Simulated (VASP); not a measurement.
**La2Ge3Au: single point with PBE**

La2Ge3Au:

```
CELL_PARAMETERS angstrom
6.63565 0.73074 0.21158
0.33506 6.52867 0.17187
-1.16815 -0.73450 6.64057
ATOMIC_POSITIONS crystal
La 0.75713 0.17339 0.46186
La 0.94199 0.63103 0.46297
La 0.48075 0.80382 0.12499
La 0.94074 0.88585 0.01372
Au 0.38077 0.23519 0.94334
Au 0.34225 0.46035 0.30992
Ge 0.04320 0.30629 0.11863
Ge 0.21510 0.92682 0.72346
Ge 0.40589 0.53274 0.67778
Ge 0.70918 0.40899 0.95007
Ge 0.24017 0.11930 0.41712
Ge 0.55897 0.82863 0.56496
```

```json
{
  "Program": "VASP 6.6.1",
  "Task": "single point",
  "Functional": "PBE",
  "Potentials or basis": "VASP PAW PBE potentials, release 64 (La, Au, Ge_d)",
  "Cutoff": "520 eV",
  "k mesh": "2 × 3 × 2",
  "Occupations": "gaussian, width 0.1 eV",
  "Spin": "no spin polarisation",
  "Dipole correction": "no",
  "Further INCAR settings": "ALGO = Normal; EDIFF = 1e-07; NBANDS = 87"
}
```

- Pressure: 7.0 GPa
- Largest force: 1.578 eV/Å
- Band gap on the k mesh: 0.07 eV (least direct gap 0.13 eV)

Forces on the atoms (eV/Å):
```
La   0.402  0.446  0.529
La   0.154 -0.262  0.595
La  -0.471  0.256 -0.936
La  -0.269 -0.416 -0.663
Au   0.266 -0.332 -0.142
Au   0.886  0.619 -0.450
Ge   0.216 -0.022 -0.377
Ge  -0.251  0.661 -0.011
Ge  -0.027 -0.182  0.400
Ge  -0.303 -0.205 -0.552
Ge  -0.303 -1.131  0.166
Ge  -0.301  0.569  1.440
```

Stress tensor (GPa, compression positive):
```
7.20 0.15 0.24
0.15 6.36 0.12
0.24 0.12 7.58
```

Levels at points of the mesh, in eV from the valence-band top:
```
           k point  band 73  band 74  band 75  band 76  band 77  band 78
(0.00, 0.00, 0.00)    -0.74    -0.39    -0.13     0.15     0.39     0.78
(0.50, 0.00, 0.00)    -0.67    -0.47    -0.04     0.09     0.35     0.47
(0.00, 0.00, 0.50)    -0.71    -0.31    -0.16     0.08     0.16     0.53
(0.50, 0.00, 0.50)    -0.53    -0.31    -0.10     0.25     0.38     0.45
```

It took 7.6 min on 1 thread of Intel(R) Xeon(R) Platinum 8259CL CPU @ 2.50GHz (Skylake/Cascade Lake), on a shared host, peak memory 0.44 GiB.

Caveat: the k points lie up to 0.48 Å⁻¹ apart; spin-orbit coupling is left out, which moves the levels of the heavy elements.
